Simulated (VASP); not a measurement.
# KTaO3 (Pm-3m) in VASP: notebook, part 2 of 3

VASP 6.6.1.

## 3. Relaxation of cell and atoms, PBEsol, target pressure 5 GPa, at which the enthalpy is minimised

This run uses another cell than the first one, of 12.36 Å³/atom.

File INCAR:

```
SYSTEM = KTaO3
PREC     = Accurate       ! precision mode
ENCUT    = 600            ! plane-wave cutoff, eV
EDIFF    = 1E-6           ! SCF threshold, eV
ISMEAR   = 0              ! smearing method
SIGMA    = 0.02           ! smearing width, eV
LREAL    = .False.        ! projectors in reciprocal space
LASPH    = .True.         ! aspherical terms in the spheres
NELM     = 100            ! most SCF steps
ALGO     = Normal         ! electronic algorithm
ISIF     = 3              ! what is computed and relaxed
LWAVE    = .False.        ! write WAVECAR
LCHARG   = .False.        ! write CHGCAR
GGA      = PS             ! functional
IBRION   = 2              ! ionic algorithm
NSW      = 70             ! ionic steps
EDIFFG   = -0.008         ! ionic threshold
PSTRESS  = 50.0
```

File KPOINTS:

```
regular mesh
0
Gamma
  8 8 8
  0 0 0
```

File POSCAR:

```
KTaO3
1.0
    3.9538862527      0.0000000000      0.0000000000
    0.0000000000      3.9538862527      0.0000000000
    0.0000000000      0.0000000000      3.9538862527
K Ta O
1 1 3
Direct
    0.5000000000      0.5000000000      0.5000000000
    0.0000000000      0.0000000000      0.0000000000
    0.0000000000      0.5000000000      0.0000000000
    0.0000000000      0.0000000000      0.5000000000
    0.5000000000      0.0000000000      0.0000000000
```

Potentials or basis: VASP PAW PBE potentials, release 64 (K_sv, Ta_pv, O).

The run is started by

```console
cat potpaw_PBE.64/K_sv/POTCAR potpaw_PBE.64/Ta_pv/POTCAR potpaw_PBE.64/O/POTCAR > POTCAR
mpirun -np 1 vasp_std > vasp.out
```

OUTCAR:

```text
SYSTEM = KTaO3
   PREC = Accurate
   ENCUT = 600
   EDIFF = 1E-6
   ISMEAR = 0
   LREAL = .False.
   LASPH = .True.
   NELM = 100
   ISIF = 3
   GGA = PS
   IBRION = 2
   NSW = 70
   EDIFFG = -0.008
   PSTRESS = 50.0

 ion  position               nearest neighbor table
   1  0.500  0.500  0.500-   3 2.80   4 2.80   5 2.80   3 2.80   5 2.80   4 2.80   5 2.80   5 2.80
                             3 2.80   4 2.80   3 2.80   4 2.80   2 3.42   2 3.42   2 3.42   2 3.42
   2  0.000  0.000  0.000-   3 1.98   4 1.98   5 1.98   4 1.98   3 1.98   5 1.98   1 3.42   1 3.42
                             1 3.42   1 3.42   1 3.42   1 3.42   1 3.42   1 3.42
   3  0.000  0.500  0.000-   2 1.98   2 1.98   1 2.80   1 2.80   1 2.80   1 2.80
   4  0.000  0.000  0.500-   2 1.98   2 1.98   1 2.80   1 2.80   1 2.80   1 2.80
   5  0.500  0.000  0.000-   2 1.98   2 1.98   1 2.80   1 2.80   1 2.80   1 2.80

  LATTYP: Found a simple cubic cell.
 ALAT       =     3.9538862527

  Lattice vectors:

 A1 = (   3.9538862527,   0.0000000000,   0.0000000000)
 A2 = (   0.0000000000,   3.9538862527,   0.0000000000)
 A3 = (   0.0000000000,   0.0000000000,   3.9538862527)

Analysis of symmetry for initial positions (statically):
=====================================================================
 Subroutine PRICEL returns:
 Original cell was already a primitive cell.

 Routine SETGRP: Setting up the symmetry group for a
 simple cubic supercell.

 Subroutine GETGRP returns: Found 48 space group operations
 (whereof 48 operations were pure point group operations)
 out of a pool of 48 trial point group operations.

The static configuration has the point symmetry O_h .

Analysis of symmetry for dynamics (positions and initial velocities):
=====================================================================
 Subroutine PRICEL returns:
[... 132 lines left out ...]
   IALGO  =     38    algorithm
   IMIX   =      4    mixing-type and parameters
     AMIX     =   0.40;   BMIX     =  1.00
     AMIX_MAG =   1.60;   BMIX_MAG =  1.00
  volume/ion in A,a.u.               =      12.36        83.43
  Fermi-wavevector in a.u.,A,eV,Ry     =   1.392019  2.630535 26.364242  1.937717
  Thomas-Fermi vector in A             =   2.515802
   LORBIT       =      0    0 simple, 1 ext, 2 COOP (PROOUT), +10 PAW based schemes
   GGA     = PS    functional components
   LHFCALC =     F    Hartree Fock is set to
   AEXX    =    0.0000 exact exchange contribution
   IVDW    =     0    specifies the selected vdW correction
   LEPSILON=     F    determine dielectric tensor
   LRPA    =     F    only Hartree local field effects (RPA)
 conjugate gradient relaxation of ions
 non-spin polarized calculation
 Gauss-broadening in eV      SIGMA  =   0.02
  energy-cutoff  :      600.00
  volume of cell :       61.81
 maximum number of plane-waves:      2103
 NGX is ok and might be reduce to    32
   NGX = 15   NGY = 15   NGZ = 15

--------------------------------------- Ionic step        1  -------------------------------------------

 number of electron      37.9999982 magnetization

 Free energy of the ion-electron system (eV)
  ---------------------------------------------------
  ext. energy  EPLUGINS =         0.00000000
  ---------------------------------------------------
  free energy    TOTEN  =       -42.89580612 eV

  energy without entropy =      -42.89580612  energy(sigma->0) =      -42.89580612

------------------------ aborting loop because EDIFF is reached ----------------------------------------

  FORCE on cell =-STRESS in cart. coord.  units (eV):
  Direction    XX          YY          ZZ          XY          YZ          ZX
  --------------------------------------------------------------------------------------
  -------------------------------------------------------------------------------------
  Total        2.2278696      2.2278696      2.2278696      0.0000000      0.0000000      0.0000000
  in kB       57.7467881     57.7467881     57.7467881      0.0000000      0.0000000      0.0000000
  external PRESSURE =       7.7467881 kB  Pullay stress =      50.0000000 kB
[... 69 lines left out ...]
--------------------------------------- Ionic step        3  -------------------------------------------

 number of electron      37.9999982 magnetization

 Free energy of the ion-electron system (eV)
  ---------------------------------------------------
  ext. energy  EPLUGINS =         0.00000000
  ---------------------------------------------------
  free energy    TOTEN  =       -42.90280682 eV

  energy without entropy =      -42.90280682  energy(sigma->0) =      -42.90280682

 E-fermi :   1.9491     XC(G=0): -11.2590

 val. band max:        1.8179605487   @ k =   0.5000   0.5000   0.5000
 cond. band min:       3.9498195186   @ k =   0.0000   0.0000   0.0000
 fundamental gap:      2.1318589699
 Fermi energy:         1.9490561287

 k-point     1 :       0.0000    0.0000    0.0000
  band No.  band energies     occupation
      1     -32.1450      2.00000
      2     -32.1450      2.00000
      3     -32.1450      2.00000
      4     -25.2827      2.00000
      5     -15.7506      2.00000
      6     -15.0173      2.00000
[... 613 lines left out ...]
     22       8.0494      0.00000
     23      10.4318      0.00000

 [... further k-points ...]
[... 5 lines left out ...]
  --------------------------------------------------------------------------------------
  -------------------------------------------------------------------------------------
  Total        1.9352379      1.9352379      1.9352379     -0.0000000     -0.0000000      0.0000000
  in kB       49.9932271     49.9932271     49.9932271     -0.0000000     -0.0000000      0.0000000
  external PRESSURE =      -0.0067729 kB  Pullay stress =      50.0000000 kB
[... 24 lines left out ...]
  energy  without entropy=      -42.9028068244  energy(sigma->0) =      -42.90280682

  enthalpy is  TOTEN    =       -40.9673067669 eV   P V=        1.9355000575

 reached required accuracy - stopping structural energy minimisation
```

It took 93 s on 1 thread of Intel Xeon Platinum 8488C (Sapphire Rapids), shared host; peak memory 0.22 GiB.

Results:

```
Free energy                                                : -42.9028 eV
Relaxed volume                                             : 12.40 Å³/atom
Relaxed cell                                               : a = 3.958 Å, b = 3.958 Å, c = 3.958 Å, α = 90.00°, β = 90.00°, γ = 90.00°
Space group after relaxing (to 0.1 Å)                      : Pm-3m (No. 221)
Energy change on relaxing (the run minimises the enthalpy) : -1.4 meV/atom
Ionic steps                                                : 3
Pressure after relaxing                                    : 5.0 GPa
Band gap on the k mesh                                     : 2.13 eV (least direct gap 2.74 eV)
```

The path:
| step | energy change (eV) | largest force (eV/Å) | pressure (GPa) | volume (Å³) |
| --- | --- | --- | --- | --- |
| 1 | 0.0000 | 0.0000 | 5.77 | 61.81 |
| 2 | -0.0160 | 0.0000 | 3.84 | 62.35 |
| 3 | -0.0070 | 0.0000 | 5.00 | 62.02 |

Final structure:
```cif
data_structure
_symmetry_space_group_name_H-M 'P 1'
_symmetry_Int_Tables_number 1
_cell_length_a 3.9583
_cell_length_b 3.9583
_cell_length_c 3.9583
_cell_angle_alpha 90.000
_cell_angle_beta 90.000
_cell_angle_gamma 90.000
_cell_volume 62.02
loop_
_atom_site_label
_atom_site_type_symbol
_atom_site_fract_x
_atom_site_fract_y
_atom_site_fract_z
_atom_site_occupancy
K1 K 0.50000 0.50000 0.50000 1
Ta1 Ta 0.00000 0.00000 0.00000 1
O1 O 0.00000 0.50000 0.00000 1
O2 O 0.00000 0.00000 0.50000 1
O3 O 0.50000 0.00000 0.00000 1
```

Caveat: the cell is relaxed towards a set pressure, so the run minimises the enthalpy, not the energy; the PAW data sets were made with another functional, which shifts forces and pressure a little; spin-orbit coupling is left out, which moves the levels of the heavy elements. A k mesh can miss the band edges.

(Continued in part 3 of 3.)
